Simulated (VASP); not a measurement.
TlMo: relaxation of cell and atoms with PBE

TlMo:

```xyz
2
Lattice="0.0000 2.8125 2.8125 2.8125 0.0000 2.8125 2.8125 2.8125 0.0000" Properties=species:S:1:pos:R:3 pbc="T T T"
Tl    0.0000    0.0000    0.0000
Mo    2.8125    2.8125    2.8125
```

| Property | Result |
| --- | --- |
| Program | VASP 6.6.1 |
| Task | relaxation of cell and atoms |
| Functional | PBE |
| Potentials or basis | VASP PAW PBE potentials, release 64 (Tl_d, Mo_sv) |
| Cutoff | 600 eV |
| k mesh | 18 × 18 × 18 |
| Occupations | gaussian, width 0.1 eV |
| Spin | no spin polarisation |
| Dipole correction | no |
| Further INCAR settings | ALGO = Fast; EDIFF = 1e-07; IBRION = 2; EDIFFG = -0.01; NSW = 100; ISIF = 3 |

- Relaxed volume: 21.93 Å³/atom
- Relaxed cell: a = 3.958 Å, b = 3.958 Å, c = 3.958 Å, α = 60.00°, β = 60.00°, γ = 60.00°
- Space group after relaxing (to 0.1 Å): Fm-3m (No. 225)
- Energy gained by relaxing: 1.6 meV/atom
- Ionic steps: 3
- Pressure after relaxing: 0.0 GPa
- Band gap on the k mesh: zero (an odd number of electrons rules out a gap without spin polarisation)

Step by step:
```tsv
step	energy change (eV)	largest force (eV/Å)	pressure (GPa)	volume (Å³)
1	0.0000	0.0000	-1.54	44.50
2	0.0011	0.0000	1.90	43.13
3	-0.0031	0.0000	-0.01	43.85
```

Final structure:
```
Tl Mo
1.0
     0.00000    2.79894    2.79894
     2.79894    0.00000    2.79894
     2.79894    2.79894    0.00000
Tl Mo
1 1
Direct
  0.00000 0.00000 0.00000
  0.50000 0.50000 0.50000
```

Levels at points of the mesh, in eV from the Fermi level:
| k point | band 10 | band 11 | band 12 | band 13 | band 14 | band 15 | band 16 | band 17 |
| --- | --- | --- | --- | --- | --- | --- | --- | --- |
| (0.00, 0.00, 0.00) | -9.46 | -0.50 | -0.50 | -0.50 | 0.36 | 0.36 | 5.41 | 5.41 |
| (0.50, 0.00, 0.00) | -6.31 | -4.37 | -2.05 | -2.05 | 0.07 | 0.07 | 1.01 | 6.60 |
| (0.50, 0.50, 0.00) | -6.99 | -2.26 | -1.31 | 0.49 | 0.49 | 0.69 | 1.67 | 1.67 |

Run time: 9.3 min on 1 thread of Oxide Virtual Turin-like Processor (shared host), peak memory 0.31 GiB.

Caveat: spin-orbit coupling is left out, which moves the levels of the heavy elements.
